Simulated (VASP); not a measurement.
# Nb16N (a cell with a defect): relaxation of the atoms with PBE

Nb16N (a cell with a defect):

```
Nb N
1.0
     6.60000    0.00000    0.00000
     0.00000    6.60000    0.00000
     0.00000    0.00000    6.60000
Nb N
16 1
Direct
  0.00000 0.00000 0.00000
  0.50000 0.00000 0.00000
  0.00000 0.50000 0.00000
  0.00000 0.00000 0.50000
  0.25000 0.25000 0.25000
  0.50000 0.50000 0.00000
  0.50000 0.00000 0.50000
  0.75000 0.25000 0.25000
  0.00000 0.50000 0.50000
  0.25000 0.75000 0.25000
  0.25000 0.25000 0.75000
  0.50000 0.50000 0.50000
  0.75000 0.75000 0.25000
  0.75000 0.25000 0.75000
  0.25000 0.75000 0.75000
  0.75000 0.75000 0.75000
  0.74724 0.12411 0.99554
```

- Program: VASP 6.6.1
- Task: relaxation of the atoms
- Functional: PBE
- Potentials or basis: VASP PAW PBE potentials, release 64 (Nb_sv, N)
- Cutoff: 520 eV
- k mesh: 2 × 2 × 2
- Occupations: fermi-dirac, width 0.1 eV
- Spin: no spin polarisation
- Dipole correction: no
- Further INCAR settings: LREAL = Auto; ALGO = Normal; EDIFF = 1e-06; IBRION = 2; EDIFFG = -0.08; NSW = 45

| Item | Value |
| --- | --- |
| Energy gained by relaxing | 103.5 meV/atom |
| Ionic steps | 7 |
| Pressure after relaxing | 8.1 GPa |
| Largest force after relaxing | 0.075 eV/Å |
| Band gap on the k mesh | zero (an odd number of electrons rules out a gap without spin polarisation) |

Forces in eV/Å, atoms in the order of the input:
```
Nb   0.074 -0.005 -0.016
Nb  -0.008  0.033 -0.018
Nb  -0.005 -0.005 -0.008
Nb   0.015 -0.009 -0.002
Nb  -0.001  0.012  0.015
Nb  -0.004  0.001 -0.008
Nb  -0.024 -0.012 -0.002
Nb  -0.010  0.018  0.070
Nb  -0.052 -0.004  0.005
Nb   0.003  0.004 -0.050
Nb  -0.001  0.017 -0.029
Nb   0.043  0.000  0.005
Nb  -0.005  0.014 -0.009
Nb  -0.012 -0.041  0.028
Nb   0.003 -0.002  0.034
Nb  -0.005  0.004 -0.005
N   -0.012 -0.024 -0.011
```

Stress tensor (GPa, compression positive):
```
 9.42 -0.01  0.00
-0.01  5.55  0.00
 0.00  0.00  9.30
```

Step by step:
```csv
step,energy change (eV),largest force (eV/Å),pressure (GPa)
1,0.0000,6.2606,12.18
2,-0.7123,3.9103,7.87
3,-1.6549,0.8313,8.08
4,-1.7539,0.1665,8.03
5,-1.7559,0.2321,8.04
6,-1.7592,0.0866,8.09
7,-1.7592,0.0754,8.09
```

Final structure:
```
CELL_PARAMETERS angstrom
6.60000 0.00000 0.00000
0.00000 6.60000 0.00000
0.00000 0.00000 6.60000
ATOMIC_POSITIONS crystal
Nb 0.02028 0.99233 0.00011
Nb 0.47840 0.99189 0.00015
Nb 0.00569 0.50444 0.99984
Nb 0.00036 0.99758 0.49978
Nb 0.24987 0.25251 0.25037
Nb 0.49428 0.50412 0.99985
Nb 0.49951 0.99759 0.49979
Nb 0.75006 0.25748 0.26930
Nb 0.00429 0.50877 0.49965
Nb 0.24979 0.74111 0.25448
Nb 0.24987 0.25250 0.74943
Nb 0.49587 0.50861 0.49966
Nb 0.74990 0.74556 0.25564
Nb 0.75010 0.25820 0.72862
Nb 0.24980 0.74138 0.74579
Nb 0.74991 0.74610 0.74432
N 0.74926 0.12396 0.99875
```

Levels at points of the mesh, in eV from the Fermi level:
```
           k point  band 104  band 105  band 106  band 107  band 108  band 109
(0.00, 0.00, 0.00)      0.29      0.60      0.60      0.61      0.73      0.73
(0.50, 0.00, 0.00)     -0.18     -0.16      0.15      0.21      0.33      0.38
(0.00, 0.50, 0.00)     -0.18     -0.09      0.18      0.18      0.32      0.37
(0.00, 0.00, 0.50)     -0.18     -0.16      0.16      0.20      0.33      0.38
(0.50, 0.50, 0.00)     -0.49     -0.48     -0.47     -0.38     -0.32     -0.29
(0.00, 0.50, 0.50)     -0.50     -0.48     -0.47     -0.39     -0.32     -0.29
(0.50, 0.00, 0.50)     -0.57     -0.50     -0.43     -0.14     -0.14      0.16
(0.50, 0.50, 0.50)     -1.36     -1.30     -1.25     -1.24     -1.20     -1.19
```

Wall time 17 min on 4 MPI ranks on Intel(R) Xeon(R) Platinum 8259CL CPU @ 2.50GHz (Skylake/Cascade Lake), on a shared host, peak memory 0.32 GiB a rank.

Caveat: the k points lie up to 0.48 Å⁻¹ apart, too coarse for converged energies and pressures of a metal; the relaxation stopped at a loose force limit of 0.08 eV/Å, so its end isn't a converged minimum.
